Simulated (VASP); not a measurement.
# Te (P3_121) in VASP: a series of runs, part 2 of 2

VASP 6.6.1. The steps go on from the part before.

**3. Single point, PBE**

The input, INCAR:

```
ALGO = Normal
EDIFF = 1E-7
ENCUT = 520
GGA = PE
ISIF = 2
ISMEAR = -1
LASPH = T
LCHARG = F
LREAL = F
LWAVE = F
NBANDS = 16
NELM = 80
PREC = Accurate
SIGMA = 0.05
```

The input, KPOINTS:

```
k-points
0
Gamma
  12 12 8
```

The input, POSCAR:

```
Te
1.0
    4.5302708278      0.0000000000      0.0000000000
   -2.2651354139      3.9233296229      0.0000000000
    0.0000000000      0.0000000000      5.9374277250
Te
3
Direct
    0.2684005468      1.0000000000      0.3333333333
    0.0000000000      0.2684005468      0.6666666667
    0.7315994532      0.7315994532      0.0000000000
```

Potentials or basis: VASP PAW PBE potentials, release 64 (Te).

The run is started by

```sh
cat potpaw_PBE.64/Te/POTCAR > POTCAR
mpirun -np 1 vasp_std > vasp.out
```

OUTCAR:

```text
EDIFF = 1E-7
   ENCUT = 520
   GGA = PE
   ISIF = 2
   ISMEAR = -1
   LASPH = T
   LREAL = F
   NELM = 80
   PREC = Accurate

 ion  position               nearest neighbor table
   1  0.268  0.000  0.333-   3 2.89   2 2.89   3 3.51   3 3.51   2 3.51   2 3.51
   2  0.000  0.268  0.667-   3 2.89   1 2.89   3 3.51   3 3.51   1 3.51   1 3.51
   3  0.732  0.732  0.000-   1 2.89   2 2.89   1 3.51   2 3.51   2 3.51   1 3.51

  LATTYP: Found a hexagonal cell.
 ALAT       =     4.5302708278
 C/A-ratio  =     1.3106120916

  Lattice vectors:

 A1 = (   4.5302708278,   0.0000000000,   0.0000000000)
 A2 = (  -2.2651354139,   3.9233296229,   0.0000000000)
 A3 = (   0.0000000000,   0.0000000000,   5.9374277250)

Analysis of symmetry for initial positions (statically):
=====================================================================
 Subroutine PRICEL returns:
 Original cell was already a primitive cell.

 Routine SETGRP: Setting up the symmetry group for a
 hexagonal supercell.

 Subroutine GETGRP returns: Found  6 space group operations
 (whereof  2 operations were pure point group operations)
 out of a pool of 24 trial point group operations.

The static configuration has the point symmetry C_2 .
 The point group associated with its full space group is D_3 .

Analysis of symmetry for dynamics (positions and initial velocities):
=====================================================================
 Subroutine PRICEL returns:
 Original cell was already a primitive cell.

 Routine SETGRP: Setting up the symmetry group for a
 hexagonal supercell.

 Subroutine GETGRP returns: Found  6 space group operations
 (whereof  2 operations were pure point group operations)
 out of a pool of 24 trial point group operations.

[... 113 lines left out ...]
   PSTRESS=    0.0 pullay stress
   NELECT =      18.0000    total number of electrons
   NUPDOWN=      -1.0000    fix difference up-down
   EMIN   =  10.00;   EMAX   =-10.00  energy-range for DOS
   EFERMI =   0.00;   METHOD = LEGACY
   ISMEAR =    -1;   SIGMA  =   0.05  broadening in eV -4-tet -1-fermi 0-gaus
   EFERMI_NEDOS =   21; number of points for ismear=-14 and -15
   IALGO  =     38    algorithm
   IMIX   =      4    mixing-type and parameters
     AMIX     =   0.40;   BMIX     =  1.00
     AMIX_MAG =   1.60;   BMIX_MAG =  1.00
  volume/ion in A,a.u.               =      35.18       237.38
  Fermi-wavevector in a.u.,A,eV,Ry     =   0.907904  1.715690 11.215140  0.824290
  Thomas-Fermi vector in A             =   2.031767
   LORBIT       =      0    0 simple, 1 ext, 2 COOP (PROOUT), +10 PAW based schemes
   GGA     = PE    functional components
   LHFCALC =     F    Hartree Fock is set to
   AEXX    =    0.0000 exact exchange contribution
   IVDW    =     0    specifies the selected vdW correction
   LEPSILON=     F    determine dielectric tensor
   LRPA    =     F    only Hartree local field effects (RPA)
 non-spin polarized calculation
  energy-cutoff  :      520.00
  volume of cell :      105.53
 maximum number of plane-waves:      2902
 NGX is ok and might be reduce to    36
   NGX = 17   NGY = 17   NGZ = 23

 number of electron      17.9999999 magnetization

 Free energy of the ion-electron system (eV)
  ---------------------------------------------------
  ext. energy  EPLUGINS =         0.00000000
  ---------------------------------------------------
  free energy    TOTEN  =        -9.43184616 eV

  energy without entropy =       -9.43156523  energy(sigma->0) =       -9.43170569

 E-fermi :   5.6592     XC(G=0):  -8.9101

 val. band max:        5.4979208144   @ k =   0.3333   0.3333   0.5000
 cond. band min:       5.7400899255   @ k =   0.3333   0.3333   0.5000
 fundamental gap:      0.2421691111
 Fermi energy:         5.6591820306

 k-point     1 :       0.0000    0.0000    0.0000
  band No.  band energies     occupation
      1      -7.8631      2.00000
      2      -4.6934      2.00000
      3      -4.6934      2.00000
      4       2.5086      2.00000
      5       2.7782      2.00000
      6       2.7782      2.00000
[... 433 lines left out ...]
      3      -4.0990      2.00000
      4       1.5888      2.00000
      5       1.9031      2.00000
      6       2.5234      2.00000
[... 8 lines left out ...]
     15      11.7977      0.00000
     16      12.1861      0.00000

 [... further k-points ...]
[... 5 lines left out ...]
  --------------------------------------------------------------------------------------
  -------------------------------------------------------------------------------------
  Total       -0.0457570     -0.0457570      0.0392668      0.0000000      0.0000000     -0.0000000
  in kB       -0.6946894     -0.6946894      0.5961547      0.0000000      0.0000000     -0.0000000
  external PRESSURE =      -0.2644080 kB  Pullay stress =       0.0000000 kB

 VOLUME and BASIS-vectors are now :
 -----------------------------------------------------------------------------
  energy-cutoff  :      520.00
  volume of cell :      105.53
      direct lattice vectors                 reciprocal lattice vectors
     4.530270828  0.000000000  0.000000000     0.220737355  0.127442771  0.000000000
    -2.265135414  3.923329623  0.000000000     0.000000000  0.254885543  0.000000000
     0.000000000  0.000000000  5.937427725     0.000000000  0.000000000  0.168423103

 POSITION                                       TOTAL-FORCE (eV/Angst)
 -----------------------------------------------------------------------------------
      1.21593      0.00000      1.97914        -0.002001     -0.000000     -0.000000
     -0.60796      1.05302      3.95829         0.001001     -0.001733      0.000000
      1.65717      2.87031      0.00000         0.001001      0.001733     -0.000000
 -----------------------------------------------------------------------------------
    total drift:                                0.000000     -0.000000      0.000000

  FREE ENERGIE OF THE ION-ELECTRON SYSTEM (eV)
  ---------------------------------------------------
  free  energy   TOTEN  =        -9.4318461574 eV

  energy  without entropy=       -9.4315652258  energy(sigma->0) =       -9.43170569
```

OSZICAR:

```text
N       E                     dE             d eps       ncg     rms          rms(c)
DAV:   1     0.723750113634E+02    0.72375E+02   -0.64353E+03  4192   0.895E+02
DAV:   2    -0.468073945638E+01   -0.77056E+02   -0.73297E+02  5560   0.133E+02
DAV:   3    -0.936462375994E+01   -0.46839E+01   -0.46630E+01  5176   0.370E+01
DAV:   4    -0.944935337380E+01   -0.84730E-01   -0.84723E-01  6568   0.572E+00
DAV:   5    -0.945043072365E+01   -0.10773E-02   -0.10773E-02  5552   0.556E-01    0.115E+01
DAV:   6    -0.943456308483E+01    0.15868E-01   -0.17347E-02  5552   0.780E-01    0.730E+00
DAV:   7    -0.943243679426E+01    0.21263E-02   -0.38938E-02  5072   0.118E+00    0.288E-01
DAV:   8    -0.943177988459E+01    0.65691E-03   -0.69041E-03  4952   0.450E-01    0.152E-01
DAV:   9    -0.943181206334E+01   -0.32179E-04   -0.19399E-04  6192   0.893E-02    0.103E-01
DAV:  10    -0.943184872086E+01   -0.36658E-04   -0.49489E-05  5248   0.434E-02    0.199E-02
DAV:  11    -0.943184554768E+01    0.31732E-05   -0.11293E-05  5648   0.199E-02    0.686E-03
DAV:  12    -0.943184594083E+01   -0.39315E-06   -0.11043E-06  5808   0.599E-03    0.216E-03
DAV:  13    -0.943184610602E+01   -0.16519E-06   -0.43336E-07  5168   0.376E-03    0.230E-03
DAV:  14    -0.943184615741E+01   -0.51391E-07   -0.20343E-08  4192   0.849E-04
   1 F= -.94318462E+01 E0= -.94317057E+01  d E =-.280932E-03
```

stdout:

```text
POSCAR found type information on POSCAR Te
 POSCAR found :  1 types and       3 ions
 scaLAPACK will be used
 LDA part: xc-table for (Slater+PW92), standard interpolation
 POSCAR, INCAR and KPOINTS ok, starting setup
 FFT: planning ... GRIDC
 FFT: planning ... GRID_SOFT
 FFT: planning ... GRID
 WAVECAR not read
 entering main loop
```

Run time: 3.9 min. Hardware: 1 thread of Intel Xeon 8259CL, shared host; peak memory 0.35 GiB.

Results:

```yaml
Free_energy: -9.4318 eV
Pressure: 0.0 GPa
Band_gap_on_the_k_mesh: 0.24 eV
```

Forces in eV/Å, atoms in the order of the input:
```
Te  -0.002  0.000  0.000
Te   0.001 -0.002  0.000
Te   0.001  0.002  0.000
```

Caveat: spin-orbit coupling is left out, which moves the levels of the heavy elements.

**4. Single point, PBE**

The input, INCAR:

```
SYSTEM = Te
  ALGO = Normal
  EDIFF = 1E-6
  ENCUT = 520
  GGA = PE
  ISIF = 2
  ISMEAR = -1
  LASPH = .TRUE.
  LCHARG = .TRUE.
  LELF = .TRUE.
  LREAL = .FALSE.
  LVHAR = .TRUE.
  LWAVE = .FALSE.
  NBANDS = 16
  NELM = 60
  PREC = Accurate
  SIGMA = 0.05
```

The input, KPOINTS:

```
k-points
0
G
  5 5 3
  0 0 0
```

POSCAR is that of step 3.

The run is started by

```sh
cat potpaw_PBE.64/Te/POTCAR > POTCAR
mpirun -np 1 vasp_std > vasp.out
```

Run time: 39 s. Hardware: 1 thread of Intel Xeon 8259CL, shared host; peak memory 0.23 GiB.

It converged, with:

```yaml
Free_energy: -9.4281 eV
Pressure: 0.0 GPa
Largest_force: 0.008 eV/Å
Band_gap_on_the_k_mesh: 0.88 eV (least direct gap 1.23 eV)
```

Forces in eV/Å, atoms in the order of the input:
```
Te   0.008  0.000  0.000
Te  -0.004  0.007  0.000
Te  -0.004 -0.007  0.000
```

Levels at points of the mesh, in eV from the valence-band top:
| k point | band 6 | band 7 | band 8 | band 9 | band 10 | band 11 | band 12 | band 13 |
| --- | --- | --- | --- | --- | --- | --- | --- | --- |
| (0.00, 0.00, 0.00) | -2.36 | -1.26 | -1.26 | -0.45 | 1.36 | 1.36 | 1.89 | 5.42 |

Caveat: spin-orbit coupling is left out, which moves the levels of the heavy elements; an odd mesh through Γ misses points on the zone boundary, where band edges can lie.

**5. Summary**

| k mesh | gap on the mesh (eV) | pressure (GPa) |
| --- | --- | --- |
| 9 × 9 × 6 | 0.24 | 0.0 |
| 12 × 12 × 8 | 0.24 | 0.0 |
| 5 × 5 × 3 | 0.88 | 0.0 |

Alike in all rows: task single point; level PBE; potentials or basis VASP PAW PBE potentials, release 64 (Te); no spin polarisation; cell a = 4.530, b = 4.530, c = 5.937 Å, angles 90.0, 90.0, 120.0°, 3 atoms; cutoff (eV) 520; smearing fermi-dirac 0.05 eV.

Caveats: spin-orbit coupling is left out, which moves the levels of the heavy elements; an odd mesh through Γ misses points on the zone boundary, where band edges can lie (at least some runs).

Total energies depend on the potentials used, so only differences within one code and one set of settings carry meaning.
